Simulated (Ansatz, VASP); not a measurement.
# NbC2 in VASP and in Ansatz

Contents of INCAR:

```
PREC = Accurate
ENCUT = 600
EDIFF = 1E-7
ISMEAR = 0
SIGMA = 0.1
LREAL = F
LASPH = T
NELM = 80
ALGO = Normal
ISIF = 3
LWAVE = F
LCHARG = F
GGA = PE
IBRION = 2
NSW = 100
EDIFFG = -0.01
```

File KPOINTS:

```
regular mesh
0
Gamma
  18 18 16
```

Contents of POSCAR:

```
NbC2
1.0
    3.2108181477      0.0000000000      0.0000000000
   -1.6054090738      2.7806500828      0.0000000000
    0.0000000000      0.0000000000      3.0663292664
Nb C
1 2
Direct
    0.0000000000      0.0000000000      0.0000000000
    0.3333333333      0.6666666667      0.5000000000
    0.6666666667      0.3333333333      0.5000000000
```

Input for Ansatz:

```yaml
crystal:
  lattice:
    - [3.2108181477, 0.0, 0.0]
    - [-1.6054090738, 2.7806500828, 0.0]
    - [0.0, 0.0, 3.0663292664]
  atoms:
    - { symbol: Nb, position: [0.0, 0.0, 0.0] }
    - { symbol: C, position: [0.3333333333, 0.6666666667, 0.5] }
    - { symbol: C, position: [0.6666666667, 0.3333333333, 0.5] }
basis:
  ecutwfc: 420
kpoints:
  mp_grid: { grid: [18, 18, 16] }
hamiltonian:
  xc: pbe
scf:
  occupations: { method: gaussian, width: 0.1 }
output:
  forces: true
  stress: true
  eigenvalues: true
relax:
  adjacent_minimum: "off"
  f_tol: 0.01
  max_steps: 80
  cell: { stress_tol: 0.05 }
```

Change from the starting cell: species swapped into the YHg2 type (P6/mmm, No. 191).

Alike in both runs: task relaxation of cell and atoms; functional PBE; k mesh 18 × 18 × 16; occupations gaussian, width 0.1 eV; no spin polarisation.

|  | VASP | Ansatz |
| --- | --- | --- |
| version | VASP 6.6.1 | Ansatz 0.2.0 |
| potentials or method | VASP PAW PBE potentials, release 64 (Nb_sv, C), cutoff 600 eV | scalar-relativistic, plane waves, PAW |
| valence electrons in the cell | 21 | 21 |

Ansatz gave:

| Quantity | Value |
| --- | --- |
| gap on the k mesh at the Fermi level, each at its own relaxed structure (eV) | none |
| relaxed volume (Å³/atom) | 9.06 |
| relaxed cell length with the largest relative difference (Å) | 3.178 |

Q: Estimate VASP's values.

A: gap on the k mesh at the Fermi level, each at its own relaxed structure (eV): none; relaxed volume (Å³/atom): 9.04; relaxed cell length with the largest relative difference (Å): 3.175.

A gap of «none» marks a metal or a gap that the smearing closes.

Noted on VASP's run: too few bands were computed for a metal, which touches its energy and stress.
